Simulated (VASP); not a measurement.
# Br (Cmce) in VASP: further runs

Runs on Br. Level: PBEsol. Tasks: single point.

All numbers are computed with VASP 6.6.1; they aren't measurements. Logs are shortened: lines on timing, memory, paths and dates and some standing lists are left out, and cuts for length are marked.

### 1 The cell of the first run

Symmetry: Cmce, No. 64, orthorhombic system. Conventional cell: a = 7.193 Å, b = 4.008 Å, c = 8.573 Å, α = 90.00°, β = 90.00°, γ = 90.00°. Within 3.2 Å of Br (site symmetry m) lie 3 Br at 2.39 to 3.00 Å.

### 2 Single point, PBEsol

Contents of INCAR:

```
ALGO = Normal ; EDIFF = 1E-7
ENCUT = 520 ; GGA = PS
ISIF = 2 ; ISMEAR = -1
LASPH = True ; LCHARG = False
LREAL = False ; LWAVE = False
NBANDS = 22 ; NELM = 60
PREC = Accurate ; SIGMA = 0.05
```

Contents of KPOINTS:

```
k-points
0
Gamma
  8 8 4
```

Contents of POSCAR:

```
Br
1.0
    3.5962841651     -2.0038196035      0.0000000000
    3.5962841651      2.0038196035      0.0000000000
    0.0000000000      0.0000000000      8.5733404649
Br
4
Direct
    0.8475370174      0.1524629826      0.1200462650
    0.6524629826      0.3475370174      0.6200462650
    0.1524629826      0.8475370174      0.8799537350
    0.3475370174      0.6524629826      0.3799537350
```

Potentials or basis: VASP PAW PBE potentials, release 64 (Br).

Command:

```console
$ cat potpaw_PBE.64/Br/POTCAR > POTCAR
$ mpirun -np 1 vasp_std > vasp.out
```

OUTCAR:

```text
EDIFF = 1E-7
   ENCUT = 520
   GGA = PS
   ISIF = 2
   ISMEAR = -1
   LASPH = True
   LREAL = False
   NELM = 60
   PREC = Accurate

 ion  position               nearest neighbor table
   1  0.848  0.152  0.120-   3 2.39
   2  0.652  0.348  0.620-   4 2.39
   3  0.152  0.848  0.880-   1 2.39
   4  0.348  0.652  0.380-   2 2.39

  LATTYP: Found a base centered orthorhombic cell.
 ALAT       =     4.0076392070
 B/A-ratio  =     1.7947145336
 C/A-ratio  =     2.1392495736

  Lattice vectors:

 A1 = (  -3.5962841651,  -2.0038196035,   0.0000000000)
 A2 = (   3.5962841651,  -2.0038196035,   0.0000000000)
 A3 = (   0.0000000000,   0.0000000000,   8.5733404649)

Analysis of symmetry for initial positions (statically):
=====================================================================
 Subroutine PRICEL returns:
 Original cell was already a primitive cell.

 Routine SETGRP: Setting up the symmetry group for a
 base centered orthorhombic supercell.

 Subroutine GETGRP returns: Found  8 space group operations
 (whereof  4 operations were pure point group operations)
 out of a pool of  8 trial point group operations.

The static configuration has the point symmetry C_2h.
 The point group associated with its full space group is D_2h.

Analysis of symmetry for dynamics (positions and initial velocities):
=====================================================================
 Subroutine PRICEL returns:
 Original cell was already a primitive cell.

 Routine SETGRP: Setting up the symmetry group for a
 base centered orthorhombic supercell.

 Subroutine GETGRP returns: Found  8 space group operations
 (whereof  4 operations were pure point group operations)
 out of a pool of  8 trial point group operations.

The dynamic configuration has the point symmetry C_2h.
 The point group associated with its full space group is D_2h.

 Subroutine INISYM returns: Found  8 space group operations
 (whereof  4 operations are pure point group operations),
 and found     1 'primitive' translations

----------------------------------------------------------------------------------------

                                     Primitive cell
[... 83 lines left out ...]
   NGX,Y,Z   is equivalent  to a cutoff of  12.92, 12.92, 12.41 a.u.
   NGXF,Y,Z  is equivalent  to a cutoff of  25.84, 25.84, 24.82 a.u.
 SYSTEM =  unknown system
   PREC   = accura    normal or accurate (medium, high low for compatibility)
   ISTART =      0    job   : 0-new  1-cont  2-samecut
   ICHARG =      2    charge: 1-file 2-atom 10-const
   ISPIN  =      1    spin polarized calculation?
   LNONCOLLINEAR =      F non collinear calculations
   LSORBIT =      F    spin-orbit coupling
   LASPH  =      T    aspherical Exc in radial PAW
   ENCUT  =  520.0 eV  38.22 Ry    6.18 a.u.   7.65  7.65 15.94*2*pi/ulx,y,z
   NELM   =     60;   NELMIN=  2; NELMDL= -5     # of ELM steps
   EDIFF  = 0.1E-06   stopping-criterion for ELM
   LREAL  =      F    real-space projection
   EDIFFG = 0.1E-05   stopping-criterion for IOM
   NSW    =      0    number of steps for IOM
   IBRION =     -1    ionic relax: 0-MD 1-quasi-New 2-CG
   NFREE  =      0    steps in history (QN), initial steepest desc. (CG)
   ISIF   =      2    stress and relaxation
   ISYM   =      2    0-nonsym 1-usesym 2-fastsym
   POTIM  = 0.5000    time-step for ionic-motion
   TEBEG  =    0.0;   TEEND  =   0.0 temperature during run
   PSTRESS=    0.0 pullay stress
   NELECT =      28.0000    total number of electrons
   NUPDOWN=      -1.0000    fix difference up-down
   EMIN   =  10.00;   EMAX   =-10.00  energy-range for DOS
   EFERMI =   0.00;   METHOD = LEGACY
   ISMEAR =    -1;   SIGMA  =   0.05  broadening in eV -4-tet -1-fermi 0-gaus
   EFERMI_NEDOS =   21; number of points for ismear=-14 and -15
   IALGO  =     38    algorithm
   IMIX   =      4    mixing-type and parameters
     AMIX     =   0.40;   BMIX     =  1.00
     AMIX_MAG =   1.60;   BMIX_MAG =  1.00
  volume/ion in A,a.u.               =      30.89       208.46
  Fermi-wavevector in a.u.,A,eV,Ry     =   0.998075  1.886089 13.553500  0.996154
  Thomas-Fermi vector in A             =   2.130274
   LORBIT       =      0    0 simple, 1 ext, 2 COOP (PROOUT), +10 PAW based schemes
   GGA     = PS    functional components
   LHFCALC =     F    Hartree Fock is set to
   AEXX    =    0.0000 exact exchange contribution
   IVDW    =     0    specifies the selected vdW correction
   LEPSILON=     F    determine dielectric tensor
   LRPA    =     F    only Hartree local field effects (RPA)
 non-spin polarized calculation
  energy-cutoff  :      520.00
  volume of cell :      123.56
 maximum number of plane-waves:      3353
   NGX = 15   NGY = 15   NGZ = 31

 number of electron      28.0000000 magnetization

 Free energy of the ion-electron system (eV)
  ---------------------------------------------------
  ext. energy  EPLUGINS =         0.00000000
  ---------------------------------------------------
  free energy    TOTEN  =        -7.39790285 eV

  energy without entropy =       -7.39790209  energy(sigma->0) =       -7.39790247

 E-fermi :   1.0296     XC(G=0):  -8.4887

 val. band max:        0.4801051298   @ k =   0.0000   0.0000   0.0000
 cond. band min:       1.6541421381   @ k =   0.1250   0.0000   0.0000
 fundamental gap:      1.1740370083
 Fermi energy:         1.0296091718

 k-point     1 :       0.0000    0.0000    0.0000
  band No.  band energies     occupation
      1     -15.6636      2.00000
      2     -14.8978      2.00000
      3     -13.5528      2.00000
      4     -12.1333      2.00000
      5      -4.9282      2.00000
      6      -3.1645      2.00000
[... 589 lines left out ...]
     21       9.3947      0.00000
     22       9.5370      0.00000

 [... further k-points ...]
[... 5 lines left out ...]
  --------------------------------------------------------------------------------------
  -------------------------------------------------------------------------------------
  Total        0.0120425      0.0373117     -0.0082345      0.0000000      0.0000000      0.0000000
  in kB        0.1561470      0.4837961     -0.1067720      0.0000000      0.0000000      0.0000000
  external PRESSURE =       0.1777237 kB  Pullay stress =       0.0000000 kB

 VOLUME and BASIS-vectors are now :
 -----------------------------------------------------------------------------
  energy-cutoff  :      520.00
  volume of cell :      123.56
      direct lattice vectors                 reciprocal lattice vectors
     3.596284165 -2.003819604  0.000000000     0.139032395 -0.249523460  0.000000000
     3.596284165  2.003819604  0.000000000     0.139032395  0.249523460  0.000000000
     0.000000000  0.000000000  8.573340465     0.000000000  0.000000000  0.116640649

 POSITION                                       TOTAL-FORCE (eV/Angst)
 -----------------------------------------------------------------------------------
      3.59628     -1.39280      1.02920         0.000000      0.017045      0.013059
      3.59628     -0.61102      5.31587         0.000000     -0.017045      0.013059
      3.59628      1.39280      7.54414         0.000000     -0.017045     -0.013059
      3.59628      0.61102      3.25747         0.000000      0.017045     -0.013059
 -----------------------------------------------------------------------------------
    total drift:                               -0.000000      0.000000      0.000000

  FREE ENERGIE OF THE ION-ELECTRON SYSTEM (eV)
  ---------------------------------------------------
  free  energy   TOTEN  =        -7.3979028460 eV

  energy  without entropy=       -7.3979020942  energy(sigma->0) =       -7.39790247
```

stdout:

```text
POSCAR found type information on POSCAR Br
 POSCAR found :  1 types and       4 ions
 scaLAPACK will be used
 -----------------------------------------------------------------------------
|                                                                             |
|                                                                             |
|     You enforced a specific xc type in the INCAR file but a different       |
|     I HOPE YOU KNOW WHAT YOU ARE DOING!                                     |
|                                                                             |
 -----------------------------------------------------------------------------

 LDA part: xc-table for (Slater+PW92), standard interpolation
 POSCAR, INCAR and KPOINTS ok, starting setup
 FFT: planning ... GRIDC
 FFT: planning ... GRID_SOFT
 FFT: planning ... GRID
 WAVECAR not read
 entering main loop
```

Wall time 4.8 min (1 thread of Oxide Virtual Turin-like, shared host); peak memory 0.26 GiB.

What came out:

```
Free energy            : -7.3979 eV
Pressure               : 0.0 GPa
Largest force          : 0.021 eV/Å
Band gap on the k mesh : 1.17 eV (least direct gap 1.24 eV)
```

Forces on the atoms (eV/Å):
```
Br   0.000  0.017  0.013
Br   0.000 -0.017  0.013
Br   0.000 -0.017 -0.013
Br   0.000  0.017 -0.013
```

Levels at points of the mesh, in eV from the valence-band top:
```tsv
k point	band 11	band 12	band 13	band 14	band 15	band 16	band 17	band 18
(0.00, 0.00, 0.00)	-1.57	-0.70	-0.67	0.00	1.24	2.30	5.49	6.43
(0.50, 0.00, 0.00)	-1.76	-1.76	-0.84	-0.84	2.47	2.47	6.51	6.51
(0.50, 0.50, 0.00)	-2.04	-1.67	-0.80	-0.32	1.20	2.15	6.43	7.57
(0.00, 0.00, 0.50)	-1.15	-1.15	-0.28	-0.28	1.54	1.54	6.12	6.12
(0.50, 0.00, 0.50)	-0.97	-0.97	-0.12	-0.12	1.62	1.62	6.93	6.93
(0.50, 0.50, 0.50)	-1.30	-1.30	-1.10	-1.10	1.49	1.49	7.57	7.57
```

Caveat: the PAW data sets were made with another functional, which shifts forces and pressure a little.

### 3 Single point, PBEsol (32.13 Å³/atom)

This run uses another cell than the first one, of 32.13 Å³/atom.

Contents of INCAR:

```
PREC     = Accurate       # precision mode
ENCUT    = 520            # plane-wave cutoff, eV
EDIFF    = 1E-6           # SCF threshold, eV
ISMEAR   = -1             # smearing method
SIGMA    = 0.05           # smearing width, eV
LREAL    = F              # projectors in reciprocal space
LASPH    = T              # aspherical terms in the spheres
NELM     = 80             # most SCF steps
ALGO     = Normal         # electronic algorithm
ISIF     = 2              # what is computed and relaxed
LWAVE    = F              # write WAVECAR
LCHARG   = F              # write CHGCAR
GGA      = PS             # functional
NBANDS   = 22             # bands
```

Contents of KPOINTS:

```
regular mesh
0
Gamma
  8 8 4
```

Contents of POSCAR:

```
Br
1.0
    3.6436091207     -2.0301886749      0.0000000000
    3.6436091207      2.0301886749      0.0000000000
    0.0000000000      0.0000000000      8.6861605141
Br
4
Direct
    0.8475370174      0.1524629826      0.1200462650
    0.6524629826      0.3475370174      0.6200462650
    0.1524629826      0.8475370174      0.8799537350
    0.3475370174      0.6524629826      0.3799537350
```

Potentials or basis: VASP PAW PBE potentials, release 64 (Br).

Command:

```console
$ cat potpaw_PBE.64/Br/POTCAR > POTCAR
$ mpirun -np 1 vasp_std > vasp.out
```

OUTCAR:

```text
PREC = Accurate
   ENCUT = 520
   EDIFF = 1E-6
   ISMEAR = -1
   LREAL = F
   LASPH = T
   NELM = 80
   ISIF = 2
   GGA = PS

 ion  position               nearest neighbor table
   1  0.848  0.152  0.120-   3 2.43
   2  0.652  0.348  0.620-   4 2.43
   3  0.152  0.848  0.880-   1 2.43
   4  0.348  0.652  0.380-   2 2.43

  LATTYP: Found a base centered orthorhombic cell.
 ALAT       =     4.0603773498
 B/A-ratio  =     1.7947145336
 C/A-ratio  =     2.1392495736

  Lattice vectors:

 A1 = (  -3.6436091207,  -2.0301886749,   0.0000000000)
 A2 = (   3.6436091207,  -2.0301886749,   0.0000000000)
 A3 = (   0.0000000000,   0.0000000000,   8.6861605141)

Analysis of symmetry for initial positions (statically):
=====================================================================
 Subroutine PRICEL returns:
 Original cell was already a primitive cell.

 Routine SETGRP: Setting up the symmetry group for a
 base centered orthorhombic supercell.

 Subroutine GETGRP returns: Found  8 space group operations
 (whereof  4 operations were pure point group operations)
 out of a pool of  8 trial point group operations.

The static configuration has the point symmetry C_2h.
 The point group associated with its full space group is D_2h.

Analysis of symmetry for dynamics (positions and initial velocities):
=====================================================================
 Subroutine PRICEL returns:
 Original cell was already a primitive cell.

 Routine SETGRP: Setting up the symmetry group for a
 base centered orthorhombic supercell.

 Subroutine GETGRP returns: Found  8 space group operations
 (whereof  4 operations were pure point group operations)
 out of a pool of  8 trial point group operations.

The dynamic configuration has the point symmetry C_2h.
 The point group associated with its full space group is D_2h.

 Subroutine INISYM returns: Found  8 space group operations
 (whereof  4 operations are pure point group operations),
 and found     1 'primitive' translations

[... 110 lines left out ...]
   NUPDOWN=      -1.0000    fix difference up-down
   EMIN   =  10.00;   EMAX   =-10.00  energy-range for DOS
   EFERMI =   0.00;   METHOD = LEGACY
   ISMEAR =    -1;   SIGMA  =   0.05  broadening in eV -4-tet -1-fermi 0-gaus
   EFERMI_NEDOS =   21; number of points for ismear=-14 and -15
   IALGO  =     38    algorithm
   IMIX   =      4    mixing-type and parameters
     AMIX     =   0.40;   BMIX     =  1.00
     AMIX_MAG =   1.60;   BMIX_MAG =  1.00
  volume/ion in A,a.u.               =      32.13       216.80
  Fermi-wavevector in a.u.,A,eV,Ry     =   0.985112  1.861591 13.203708  0.970445
  Thomas-Fermi vector in A             =   2.116395
   LORBIT       =      0    0 simple, 1 ext, 2 COOP (PROOUT), +10 PAW based schemes
   GGA     = PS    functional components
   LHFCALC =     F    Hartree Fock is set to
   AEXX    =    0.0000 exact exchange contribution
   IVDW    =     0    specifies the selected vdW correction
   LEPSILON=     F    determine dielectric tensor
   LRPA    =     F    only Hartree local field effects (RPA)
 non-spin polarized calculation
  energy-cutoff  :      520.00
  volume of cell :      128.51
 maximum number of plane-waves:      3496
   NGX = 15   NGY = 15   NGZ = 33

 number of electron      28.0000000 magnetization

 Free energy of the ion-electron system (eV)
  ---------------------------------------------------
  ext. energy  EPLUGINS =         0.00000000
  ---------------------------------------------------
  free energy    TOTEN  =        -7.37905577 eV

  energy without entropy =       -7.37905404  energy(sigma->0) =       -7.37905490

 E-fermi :   0.6311     XC(G=0):  -8.3124

 val. band max:        0.1233554293   @ k =   0.0000   0.0000   0.0000
 cond. band min:       1.2103941224   @ k =   0.1250   0.0000   0.0000
 fundamental gap:      1.0870386931
 Fermi energy:         0.6310808372

 k-point     1 :       0.0000    0.0000    0.0000
  band No.  band energies     occupation
      1     -15.7723      2.00000
      2     -15.0562      2.00000
      3     -13.7859      2.00000
      4     -12.5045      2.00000
      5      -5.0511      2.00000
      6      -3.4192      2.00000
[... 589 lines left out ...]
     21       9.0741      0.00000
     22       9.2226      0.00000

 [... further k-points ...]
[... 5 lines left out ...]
  --------------------------------------------------------------------------------------
  -------------------------------------------------------------------------------------
  Total       -0.0657058     -0.9555555     -1.8962306      0.0000000      0.0000000      0.0000000
  in kB       -0.8191971    -11.9135301    -23.6415373      0.0000000      0.0000000      0.0000000
  external PRESSURE =     -12.1247548 kB  Pullay stress =       0.0000000 kB

 VOLUME and BASIS-vectors are now :
 -----------------------------------------------------------------------------
  energy-cutoff  :      520.00
  volume of cell :      128.51
      direct lattice vectors                 reciprocal lattice vectors
     3.643609121 -2.030188675  0.000000000     0.137226575 -0.246282528  0.000000000
     3.643609121  2.030188675  0.000000000     0.137226575  0.246282528  0.000000000
     0.000000000  0.000000000  8.686160514     0.000000000  0.000000000  0.115125664

 POSITION                                       TOTAL-FORCE (eV/Angst)
 -----------------------------------------------------------------------------------
      3.64361     -1.41113      1.04274         0.000000     -0.139021     -0.155483
      3.64361     -0.61906      5.38582         0.000000      0.139021     -0.155483
      3.64361      1.41113      7.64342         0.000000      0.139021      0.155483
      3.64361      0.61906      3.30034         0.000000     -0.139021      0.155483
 -----------------------------------------------------------------------------------
    total drift:                               -0.000000      0.000000      0.000000

  FREE ENERGIE OF THE ION-ELECTRON SYSTEM (eV)
  ---------------------------------------------------
  free  energy   TOTEN  =        -7.3790557654 eV

  energy  without entropy=       -7.3790540351  energy(sigma->0) =       -7.37905490
```

OSZICAR:

```text
N       E                     dE             d eps       ncg     rms          rms(c)
DAV:   1     0.175072454655E+03    0.17507E+03   -0.11462E+04  2772   0.106E+03
DAV:   2     0.606568606198E+01   -0.16901E+03   -0.16342E+03  3922   0.185E+02
DAV:   3    -0.759104625651E+01   -0.13657E+02   -0.13598E+02  3506   0.595E+01
DAV:   4    -0.773427715236E+01   -0.14323E+00   -0.14319E+00  3440   0.723E+00
DAV:   5    -0.773542209789E+01   -0.11449E-02   -0.11449E-02  3490   0.642E-01    0.117E+01
DAV:   6    -0.747446127960E+01    0.26096E+00   -0.18800E-01  3348   0.218E+00    0.757E+00
DAV:   7    -0.738711060195E+01    0.87351E-01   -0.41439E-01  3276   0.320E+00    0.566E-01
DAV:   8    -0.737899724501E+01    0.81134E-02   -0.46395E-02  3036   0.111E+00    0.253E-01
DAV:   9    -0.737903249656E+01   -0.35252E-04   -0.91093E-04  3408   0.181E-01    0.993E-02
DAV:  10    -0.737905476235E+01   -0.22266E-04   -0.78282E-05  3424   0.493E-02    0.330E-02
DAV:  11    -0.737905528684E+01   -0.52449E-06   -0.10188E-05  3378   0.179E-02    0.798E-03
DAV:  12    -0.737905576536E+01   -0.47851E-06   -0.21288E-06  2634   0.783E-03
   1 F= -.73790558E+01 E0= -.73790549E+01  d E =-.173026E-05
```

Run time: 4.9 min. Hardware: 1 thread of Oxide Virtual Turin-like, shared host; peak memory 0.27 GiB.

What came out:

- Free energy: -7.3791 eV
- Pressure: -1.2 GPa
- Largest force: 0.209 eV/Å
- Band gap on the k mesh: 1.09 eV (least direct gap 1.14 eV)

Forces on the atoms (eV/Å):
```
Br   0.000 -0.139 -0.155
Br   0.000  0.139 -0.155
Br   0.000  0.139  0.155
Br   0.000 -0.139  0.155
```

Stress tensor (GPa, compression positive):
```
-0.08  0.00  0.00
 0.00 -1.19  0.00
 0.00  0.00 -2.36
```

Caveat: this functional lacks dispersion, which holds the molecules together, so the pressure and a relaxed volume are unreliable; the PAW data sets were made with another functional, which shifts forces and pressure a little.
